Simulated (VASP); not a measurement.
## Au: single point with PBEsol

Au:

```xyz
2
Lattice="1.4100 -2.5170 0.0000 1.4100 2.5170 0.0000 0.0000 0.0000 4.8007" Properties=species:S:1:pos:R:3 pbc="T T T"
Au    1.4100   -0.8249    1.2002
Au    1.4100    0.8249    3.6005
```

```yaml
Program: VASP 6.6.1
Task: single point
Functional: PBEsol
Potentials_or_basis: VASP PAW PBE potentials, release 64 (Au)
Cutoff: 520 eV
k_mesh: 16 × 16 × 10
Occupations: gaussian, width 0.1 eV
Spin: no spin polarisation
Dipole_correction: no
Further_INCAR_settings: ALGO = Normal; EDIFF = 1e-06; NBANDS = 18
```

```json
{
 "Pressure": "-0.3 GPa",
 "Band gap on the k mesh": "zero (band 11 reaches 13.25 eV, above the bottom of band 12 at 6.69 eV)"
}
```

Levels at points of the mesh, in eV from the Fermi level:
| k point | band 8 | band 9 | band 10 | band 11 | band 12 | band 13 | band 14 | band 15 |
| --- | --- | --- | --- | --- | --- | --- | --- | --- |
| (0.00, 0.00, 0.00) | -3.61 | -3.43 | -2.14 | -2.13 | -1.17 | 2.72 | 14.52 | 15.75 |
| (0.50, 0.00, 0.00) | -1.91 | -1.81 | -1.63 | 0.43 | 1.73 | 5.83 | 7.33 | 7.52 |
| (0.50, 0.50, 0.00) | -1.88 | -1.86 | -1.67 | 0.31 | 1.37 | 5.63 | 7.12 | 7.25 |
| (0.00, 0.00, 0.50) | -4.40 | -2.66 | -2.66 | -2.54 | -2.54 | 10.67 | 10.67 | 14.87 |
| (0.50, 0.00, 0.50) | -2.42 | -1.69 | -1.69 | 0.55 | 0.55 | 4.11 | 4.11 | 13.33 |
| (0.50, 0.50, 0.50) | -2.34 | -1.75 | -1.75 | 0.24 | 0.24 | 3.78 | 3.78 | 12.99 |

Run time: 110 s on 1 thread of Intel(R) Xeon(R) Platinum 8488C (Sapphire Rapids), with other jobs on the host, peak memory 0.33 GiB.

Caveat: the PAW data sets were made with another functional, which shifts forces and pressure a little; spin-orbit coupling is left out, which moves the levels of the heavy elements.
